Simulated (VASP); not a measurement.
# PrScO: relaxation of cell and atoms with PBE

PrScO:

```xyz
6
Lattice="-2.8749 3.7695 2.8298 2.8749 -3.7695 2.8298 2.8749 3.7695 -2.8298" Properties=species:S:1:pos:R:3 pbc="T T T"
Pr    0.0000    3.7695    0.0000
Pr    0.0000    0.0000    0.0000
Sc    2.8749    1.8848    0.0160
Sc    0.0000    1.8848    2.8139
O     1.4374    1.8848   -1.4149
O     1.4374   -1.8848    1.4149
```

The cell was generated, and may not be a known phase.

| Quantity | Value |
| --- | --- |
| Program | VASP 6.6.1 |
| Task | relaxation of cell and atoms |
| Functional | PBE |
| Potentials or basis | VASP PAW PBE potentials, release 64 (Pr_3, Sc_sv, O), 4f in core |
| Cutoff | 600 eV |
| k mesh | 8 × 8 × 8 |
| Occupations | gaussian, width 0.1 eV |
| Spin | no spin polarisation |
| Dipole correction | no |
| Further INCAR settings | ALGO = Normal; EDIFF = 1e-07; IBRION = 2; EDIFFG = -0.01; NSW = 100; ISIF = 3 |

```yaml
Relaxed_volume: 20.55 Å³/atom
Relaxed_cell: a = 5.536 Å, b = 5.536 Å, c = 5.536 Å, α = 117.57°, β = 93.48°, γ = 118.45°
Space_group_after_relaxing_to_0.1_Å: Imma (No. 74)
Energy_gained_by_relaxing: 0.3 meV/atom
Ionic_steps: 6
Pressure_after_relaxing: 0.0 GPa
Largest_force_after_relaxing: 0.009 eV/Å
Band_gap_on_the_k_mesh: zero (bands 28 and 29 overlap by 0.40 eV)
```

Forces in eV/Å, atoms in the order of the input:
```
Pr   0.000  0.000  0.000
Pr   0.000  0.000  0.000
Sc   0.000  0.000  0.009
Sc   0.000  0.000 -0.009
O    0.000  0.000  0.000
O    0.000  0.000  0.000
```

The path:
```csv
step,energy change (eV),largest force (eV/Å),pressure (GPa),volume (Å³)
1,0.0000,0.0311,0.29,122.66
2,-0.0012,0.0299,-0.12,123.32
3,-0.0012,0.0338,-0.15,123.36
4,-0.0017,0.0191,0.02,123.31
5,-0.0017,0.0119,0.00,123.32
6,-0.0017,0.0090,0.00,123.31
```

Final structure:
```
Pr Sc O
1.0
    -2.86878    3.79355    2.83261
     2.86878   -3.79355    2.83261
     2.86878    3.79355   -2.83261
Pr Sc O
2 2 2
Direct
  0.50000 0.00000 0.50000
  0.00000 0.00000 0.00000
  0.25304 0.50304 0.75000
  0.74696 0.49696 0.25000
  0.00000 0.00000 0.50000
  0.00000 0.50000 0.00000
```

Levels at points of the mesh, in eV from the Fermi level:
```csv
k point,band 25,band 26,band 27,band 28,band 29,band 30,band 31,band 32
"(0.00, 0.00, 0.00)",-3.42,-1.58,-1.50,-0.98,0.80,1.24,1.31,1.60
"(0.50, 0.00, 0.00)",-1.34,-1.16,-0.33,-0.17,-0.08,0.09,0.29,1.49
"(0.00, 0.50, 0.00)",-2.02,-0.93,-0.26,-0.24,-0.18,0.72,1.20,1.43
"(0.50, 0.50, 0.00)",-1.37,-1.37,-0.51,-0.51,0.20,0.20,1.10,1.10
"(0.50, 0.50, 0.50)",-1.89,-1.15,-0.12,0.05,0.21,0.63,1.24,1.27
```

It took 40 min on 1 thread of Intel(R) Xeon(R) Platinum 8259CL CPU @ 2.50GHz (Skylake/Cascade Lake), with other jobs on the host, peak memory 0.65 GiB.

Caveat: spin-orbit coupling is left out, which moves the levels of the heavy elements; the 4f electrons are frozen in the core, so they carry no moment and show no levels; the run has no spin polarisation, though such a crystal can be magnetic. With open d or f shells a metallic result of PBE can be an artefact of self-interaction; +U or a hybrid may open a gap.
